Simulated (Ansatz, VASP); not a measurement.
Two plane-wave programs on Zr

The input INCAR:

```
PREC = Accurate
ENCUT = 520
EDIFF = 1E-7
ISMEAR = -1
SIGMA = 0.1
LREAL = F
LASPH = T
NELM = 60
ALGO = Normal
ISIF = 2
LWAVE = F
LCHARG = T
GGA = CA
LELF = T
LVHAR = T
NBANDS = 19
```

File KPOINTS:

```
Automatic mesh
0
Gamma
  13 13 7
```

File POSCAR:

```
Zr
1.0
   -1.7162292323      2.0866693660      1.5280837490
    2.0866693660     -1.7162292323      1.5280837490
    3.4972183073      3.4972183073     -0.8496219658
Zr
2
Direct
    0.0409320301      0.9590679699      1.0000000000
    0.7090679699      0.2909320301      0.5000000000
```

Input for Ansatz:

```yaml
crystal:
  lattice:
    - [-1.7162292323, 2.086669366, 1.528083749]
    - [2.086669366, -1.7162292323, 1.528083749]
    - [3.4972183073, 3.4972183073, -0.8496219658]
  atoms:
    - { symbol: Zr, position: [0.0409320301, 0.9590679699, 1.0] }
    - { symbol: Zr, position: [0.7090679699, 0.2909320301, 0.5] }
hamiltonian:
  xc: lda
  pseudopotentials:
    kind: paw
    azcp:
      Zr: "pseudopotentials/Zr.paw.azcp"
basis:
  ecutwfc: 420
  fft_grid_basis: typed
kpoints:
  mp_grid: { grid: [13, 13, 7], shift: [0, 0, 0] }
magnetization:
  spin_polarized: false
scf:
  occupations: { method: fermi_dirac, width: 0.1 }
  lower_state_search: "off"
output:
  stress: true
  write_density: true
  write_potential: true
  elf: true
  volumetric_format: npy
```

Alike in both runs: task single point; functional LDA; k mesh 13 × 13 × 7; occupations fermi-dirac, width 0.1 eV; no spin polarisation.

|  | VASP | Ansatz |
| --- | --- | --- |
| version | VASP 6.6.1 | Ansatz 0.2.0 |
| potentials or method | VASP PAW LDA potentials, release 64 (Zr_sv), cutoff 520 eV | plane waves (420 eV) with PAW, scalar-relativistic |
| valence electrons in the cell | 24 | 24 |

VASP gave:

| Quantity | Value |
| --- | --- |
| pressure (GPa) | 4.6 |
| traceless stress, the component that is largest in VASP (GPa) | 0.41 |

Question: Estimate Ansatz's values.

Answer: Pressure (GPa): 4.5; traceless stress, the component that is largest in VASP (GPa): 0.38.

Ansatz warns that its potentials were made for another functional, while VASP's fit it. LDA's correlation is that of Perdew and Zunger in VASP and of Perdew and Wang (1992) in Ansatz.
